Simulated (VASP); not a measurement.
# Ga2As2CO in VASP: relaxation of the atoms with LDA

Aim: the relaxation of the atoms of Ga2As2CO with LDA.

Program: VASP 6.6.1. These are calculated values, not measurements. Logs are shortened: lines on timing, memory, paths and dates and some standing lists are left out, and cuts for length are marked.

## 1. The cell of the first run

The cell holds a slab with vacuum, 6 atoms: a = 3.962 Å, b = 3.962 Å, c = 20.911 Å, α = 90.00°, β = 90.00°, γ = 90.00°.

## 2. Relaxation of the atoms, LDA

INCAR

```
ALGO = Fast
DIPOL = 0.5 0.5 0.369
EDIFF = 1E-6
EDIFFG = -0.025
ENCUT = 520
GGA = CA
IBRION = 2
IDIPOL = 3
ISIF = 2
ISMEAR = 0
LASPH = True
LCHARG = False
LDIPOL = True
LREAL = False
LWAVE = False
NELM = 60
NSW = 36
PREC = Accurate
SIGMA = 0.05
```

KPOINTS

```
k-points
0
Gamma
  7 7 1
```

POSCAR

```
Ga2As2CO
1.0
    3.9617670078      0.0000000000      0.0000000000
    0.0000000000      3.9617670078      0.0000000000
    0.0000000000      0.0000000000     20.9111875407
As Ga C O
2 2 1 1
Selective dynamics
Direct
    0.0000000000      0.5000000000      0.1912851670  F F F
    0.5000000000      0.0000000000      0.3303829671  F F F
    0.5000000000      0.5000000000      0.2582682666  F F F
    0.0000000000      0.0000000000      0.3950606595  F F F
    0.0000000000      0.0000000000      0.4926160946  F F T
    0.0000000000      0.0000000000      0.5476105801  F F T
```

Potentials or basis: VASP PAW LDA potentials, release 64 (As, Ga_d, C, O).

Command:

```console
cat potpaw_LDA.64/As/POTCAR potpaw_LDA.64/Ga_d/POTCAR potpaw_LDA.64/C/POTCAR potpaw_LDA.64/O/POTCAR > POTCAR
mpirun -np 1 vasp_std > vasp.out
```

OUTCAR:

```text
EDIFF = 1E-6
   EDIFFG = -0.025
   ENCUT = 520
   GGA = CA
   IBRION = 2
   ISIF = 2
   ISMEAR = 0
   LASPH = True
   LREAL = False
   NELM = 60
   NSW = 36
   PREC = Accurate

 ion  position               nearest neighbor table
   1  0.000  0.500  0.191-   3 2.43   3 2.43
   2  0.500  0.000  0.330-   4 2.40   4 2.40   3 2.49   3 2.49
   3  0.500  0.500  0.258-   1 2.43   1 2.43   2 2.49   2 2.49
   4  0.000  0.000  0.395-   5 2.04   2 2.40   2 2.40
   5  0.000  0.000  0.493-   6 1.15   4 2.04
   6  0.000  0.000  0.548-   5 1.15

  LATTYP: Found a simple tetragonal cell.
 ALAT       =     3.9617670078
 C/A-ratio  =     5.2782476858

  Lattice vectors:

 A1 = (   3.9617670078,   0.0000000000,   0.0000000000)
 A2 = (   0.0000000000,   3.9617670078,   0.0000000000)
 A3 = (   0.0000000000,   0.0000000000,  20.9111875407)

Analysis of symmetry for initial positions (statically):
=====================================================================
 Subroutine PRICEL returns:
 Original cell was already a primitive cell.

 Routine SETGRP: Setting up the symmetry group for a
 simple tetragonal supercell.

 Subroutine GETGRP returns: Found  4 space group operations
 (whereof  4 operations were pure point group operations)
 out of a pool of 16 trial point group operations.

The static configuration has the point symmetry C_2v.

Analysis of symmetry for dynamics (positions and initial velocities):
=====================================================================
 Subroutine PRICEL returns:
 Original cell was already a primitive cell.

 Routine SETGRP: Setting up the symmetry group for a
 simple tetragonal supercell.

 Subroutine GETGRP returns: Found  4 space group operations
 (whereof  4 operations were pure point group operations)
 out of a pool of 16 trial point group operations.

The dynamic configuration has the point symmetry C_2v.

Analysis of constrained symmetry for selective dynamics:
=====================================================================
 Subroutine PRICEL returns:
 Original cell was already a primitive cell.

 Routine SETGRP: Setting up the symmetry group for a
 simple tetragonal supercell.

 Subroutine GETGRP returns: Found  4 space group operations
 (whereof  4 operations were pure point group operations)
 out of a pool of 16 trial point group operations.

The constrained configuration has the point symmetry C_2v.

 Subroutine INISYM returns: Found  4 space group operations
 (whereof  4 operations are pure point group operations),
 and found     1 'primitive' translations

----------------------------------------------------------------------------------------

                                     Primitive cell

  volume of cell :     328.2136

  direct lattice vectors                    reciprocal lattice vectors
     3.961767008  0.000000000  0.000000000     0.252412622  0.000000000  0.000000000
     0.000000000  3.961767008  0.000000000     0.000000000  0.252412622  0.000000000
     0.000000000  0.000000000 20.911187541     0.000000000  0.000000000  0.047821292

  length of vectors
     3.961767008  3.961767008 20.911187541     0.252412622  0.252412622  0.047821292

  position of ions in fractional coordinates (direct lattice)
     0.000000000  0.500000000  0.191285167
     0.500000000  0.000000000  0.330382967
     0.500000000  0.500000000  0.258268267
     0.000000000  0.000000000  0.395060659
     0.000000000  0.000000000  0.492616095
     0.000000000  0.000000000  0.547610580

  ion indices of the primitive-cell ions
   primitive index   ion index
                 1           1
[... 39 lines left out ...]
  0.428571  0.000000  0.000000      2.000000
[... 8 lines left out ...]
 -0.285714  0.428571  0.000000      4.000000
  0.428571  0.428571  0.000000      4.000000
   k-points           NKPTS =     16   k-points in BZ     NKDIM =     16   number of bands    NBANDS=     27
   number of dos      NEDOS =    301   number of ions     NIONS =      6
   total plane-waves  NPLWV = 144000
   dimension x,y,z NGX =    30 NGY =   30 NGZ =  160
   dimension x,y,z NGXF=    60 NGYF=   60 NGZF=  320
   ions per type =               2   2   1   1
   NGX,Y,Z   is equivalent  to a cutoff of  12.59, 12.59, 12.72 a.u.
   NGXF,Y,Z  is equivalent  to a cutoff of  25.18, 25.18, 25.44 a.u.
 SYSTEM =  unknown system
   PREC   = accura    normal or accurate (medium, high low for compatibility)
   ISTART =      0    job   : 0-new  1-cont  2-samecut
   ICHARG =      2    charge: 1-file 2-atom 10-const
   ISPIN  =      1    spin polarized calculation?
   LNONCOLLINEAR =      F non collinear calculations
   LSORBIT =      F    spin-orbit coupling
   LASPH  =      T    aspherical Exc in radial PAW
   ENCUT  =  520.0 eV  38.22 Ry    6.18 a.u.   7.37  7.37 38.88*2*pi/ulx,y,z
   NELM   =     60;   NELMIN=  2; NELMDL= -5     # of ELM steps
   EDIFF  = 0.1E-05   stopping-criterion for ELM
   LREAL  =      F    real-space projection
   EDIFFG = -.3E-01   stopping-criterion for IOM
   NSW    =     36    number of steps for IOM
   IBRION =      2    ionic relax: 0-MD 1-quasi-New 2-CG
   NFREE  =      1    steps in history (QN), initial steepest desc. (CG)
   ISIF   =      2    stress and relaxation
   ISYM   =      2    0-nonsym 1-usesym 2-fastsym
   POTIM  = 0.5000    time-step for ionic-motion
   TEBEG  =    0.0;   TEEND  =   0.0 temperature during run
   PSTRESS=    0.0 pullay stress
   NELECT =      46.0000    total number of electrons
   NUPDOWN=      -1.0000    fix difference up-down
   EMIN   =  10.00;   EMAX   =-10.00  energy-range for DOS
   EFERMI =   0.00;   METHOD = LEGACY
   ISMEAR =     0;   SIGMA  =   0.05  broadening in eV -4-tet -1-fermi 0-gaus
   EFERMI_NEDOS =   21; number of points for ismear=-14 and -15
   IALGO  =     68    algorithm
   IMIX   =      4    mixing-type and parameters
     AMIX     =   0.40;   BMIX     =  1.00
     AMIX_MAG =   1.60;   BMIX_MAG =  1.00
  volume/ion in A,a.u.               =      54.70       369.15
  Fermi-wavevector in a.u.,A,eV,Ry     =   0.850371  1.606969  9.838799  0.723131
  Thomas-Fermi vector in A             =   1.966338
   LORBIT       =      0    0 simple, 1 ext, 2 COOP (PROOUT), +10 PAW based schemes
   GGA     = CA    functional components
   LHFCALC =     F    Hartree Fock is set to
   AEXX    =    0.0000 exact exchange contribution
   IVDW    =     0    specifies the selected vdW correction
   LEPSILON=     F    determine dielectric tensor
   LRPA    =     F    only Hartree local field effects (RPA)
 conjugate gradient relaxation of ions
 non-spin polarized calculation
 RMM-DIIS sequential band-by-band and
 Gauss-broadening in eV      SIGMA  =   0.05
  energy-cutoff  :      520.00
  volume of cell :      328.21
 maximum number of plane-waves:      8899
 NGX is ok and might be reduce to    30
   NGX = 15   NGY = 15   NGZ = 77

--------------------------------------- Ionic step        1  -------------------------------------------

 number of electron      45.9999982 magnetization

 Free energy of the ion-electron system (eV)
  ---------------------------------------------------
  ext. energy  EPLUGINS =         0.00000000
  ---------------------------------------------------
  free energy    TOTEN  =       -32.20920618 eV

  energy without entropy =      -32.20593664  energy(sigma->0) =      -32.20757141

------------------------ aborting loop because EDIFF is reached ----------------------------------------

  FORCE on cell =-STRESS in cart. coord.  units (eV):
  Direction    XX          YY          ZZ          XY          YZ          ZX
  --------------------------------------------------------------------------------------
  -------------------------------------------------------------------------------------
  Total       -1.2522199     -3.7590702     -3.0302710      0.0000000      0.0000000      0.0000000
  in kB       -6.1127217    -18.3499318    -14.7922929      0.0000000      0.0000000      0.0000000
  external PRESSURE =     -13.0849821 kB  Pullay stress =       0.0000000 kB
[... 21 lines left out ...]
  FREE ENERGIE OF THE ION-ELECTRON SYSTEM (eV)
  ---------------------------------------------------
  free  energy   TOTEN  =       -32.2092061826 eV

  energy  without entropy=      -32.2059366375  energy(sigma->0) =      -32.20757141

 dipolmoment           0.000000      0.000000      0.011776 electrons x Angstroem

--------------------------------------- Ionic step        2  -------------------------------------------

 number of electron      45.9999981 magnetization

------------------------ aborting loop because EDIFF is reached ----------------------------------------
[... 69 lines left out ...]
  FREE ENERGIE OF THE ION-ELECTRON SYSTEM (eV)
  ---------------------------------------------------
  free  energy   TOTEN  =       -32.2166146900 eV

  energy  without entropy=      -32.2132704679  energy(sigma->0) =      -32.21494258

[... ionic steps 4 to 7 ...]

--------------------------------------- Ionic step        8  -------------------------------------------

 number of electron      45.9999982 magnetization

------------------------ aborting loop because EDIFF is reached ----------------------------------------
[... 75 lines left out ...]
--------------------------------------- Ionic step       10  -------------------------------------------

 number of electron      45.9999982 magnetization

 dipolmoment           0.000000      0.000000     -0.093774 electrons x Angstroem

 Free energy of the ion-electron system (eV)
  ---------------------------------------------------
  ext. energy  EPLUGINS =         0.00000000
  ---------------------------------------------------
  free energy    TOTEN  =       -32.28736021 eV

  energy without entropy =      -32.28296594  energy(sigma->0) =      -32.28516308

 E-fermi :  -2.2224     XC(G=0):  -4.2900

 val. band max:       -2.2245832590   @ k =   0.2857   0.2857   0.0000
 cond. band min:      -2.0642949075   @ k =  -0.1429   0.2857   0.0000
 fundamental gap:      0.1602883515
 Fermi energy:        -2.2223548790

 k-point     1 :       0.0000    0.0000    0.0000
  band No.  band energies     occupation
      1     -26.8269      2.00000
      2     -17.8876      2.00000
      3     -17.6908      2.00000
      4     -17.6770      2.00000
      5     -17.6426      2.00000
      6     -17.5818      2.00000
[... 469 lines left out ...]
     26      -0.1233      0.00000
     27       0.4032      0.00000

------------------------ aborting loop because EDIFF is reached ----------------------------------------

 vacuum level on the upper side and lower side of the slab       (xc-potential included)        -0.538         0.518

  FORCE on cell =-STRESS in cart. coord.  units (eV):
  Direction    XX          YY          ZZ          XY          YZ          ZX
  --------------------------------------------------------------------------------------
  -------------------------------------------------------------------------------------
  Total       -1.4641582     -3.8648199     -1.3252444      0.0000000      0.0000000      0.0000000
  in kB       -7.1473003    -18.8661499     -6.4691913      0.0000000      0.0000000      0.0000000
  external PRESSURE =     -10.8275471 kB  Pullay stress =       0.0000000 kB
[... 21 lines left out ...]
  FREE ENERGIE OF THE ION-ELECTRON SYSTEM (eV)
  ---------------------------------------------------
  free  energy   TOTEN  =       -32.2873602105 eV

  energy  without entropy=      -32.2829659424  energy(sigma->0) =      -32.28516308

 reached required accuracy - stopping structural energy minimisation

 vacuum level on the upper side and lower side of the slab         2.620         3.700
```

It took 26 min on 1 thread of Oxide Virtual Turin-like, shared host; peak memory 0.37 GiB.

What came out:

| Property | Result |
| --- | --- |
| Free energy | -32.2874 eV |
| Energy gained by relaxing | 13.0 meV/atom |
| Ionic steps | 10 |
| Band gap on the k mesh | zero (bands 23 and 24 overlap by 1.28 eV) |

The path:
| step | energy change (eV) | largest force on free atoms (eV/Å) | pressure (GPa) |
| --- | --- | --- | --- |
| 1 | 0.0000 | 1.5046 | -1.31 |
| 2 | 0.2882 | 6.9929 | -2.73 |
| 3 | -0.0074 | 0.7822 | -1.54 |
| 4 | -0.0314 | 0.7228 | -1.49 |
| 5 | -0.0749 | 0.5538 | -1.27 |
| 6 | -0.0767 | 0.5796 | -1.17 |
| 7 | 0.2445 | 9.7578 | 0.64 |
| 8 | -0.0780 | 0.0502 | -1.07 |
| 9 | -0.0780 | 0.0612 | -1.08 |
| 10 | -0.0782 | 0.0216 | -1.08 |

Final structure:
```xyz
6
Lattice="3.9618 0.0000 0.0000 0.0000 3.9618 0.0000 0.0000 0.0000 20.9112" Properties=species:S:1:pos:R:3 pbc="T T T"
As    0.0000    1.9809    4.0000
As    1.9809    0.0000    6.9087
Ga    1.9809    1.9809    5.4007
Ga    0.0000    0.0000    8.2612
C     0.0000    0.0000   10.1673
O     0.0000    0.0000   11.3245
```

Levels at points of the mesh, in eV from the Fermi level:
```tsv
k point	band 19	band 20	band 21	band 22	band 23	band 24	band 25	band 26	band 27
(0.00, 0.00, 0.00)	-2.18	-1.75	-1.39	-0.44	0.70	1.28	1.32	1.38	2.07
```

The gap in the log of VASP goes by the Fermi energy; the results here count the filled bands.